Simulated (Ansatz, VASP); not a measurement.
CsSnBr3 in VASP and in Ansatz

```
Cs Sn Br
1.0
     5.95571    0.00000    0.00000
     0.00000    5.95571    0.00000
     0.00000    0.00000    5.95571
Cs Sn Br
1 1 3
Direct
  0.00000 0.00000 0.00000
  0.50000 0.50000 0.50000
  0.50000 0.50000 0.00000
  0.50000 0.00000 0.50000
  0.00000 0.50000 0.50000
```

Alike in both runs: task single point; functional r2SCAN; k mesh 4 × 4 × 4; no spin polarisation.

|  | VASP | Ansatz |
| --- | --- | --- |
| version | VASP 6.6.1 | Ansatz 0.2.0 |
| potentials or method | VASP PAW PBE potentials, release 64 (Cs_sv, Sn_d, Br) | plane waves, PAW |
| plane-wave cutoff (eV) | 550 | 500 |
| occupations | gaussian, width 0.01 eV | fixed |
| valence electrons in the cell | 44 | 44 |

```tsv
	VASP	Ansatz	Ansatz less VASP
gap on the k mesh at the Fermi level (eV)	0.99	0.98	-0.007
pressure (GPa)	-1.1	-1.1	0.00
```

VASP's potentials were made for PBE, not for r2SCAN.

Neither program's run includes spin-orbit coupling.
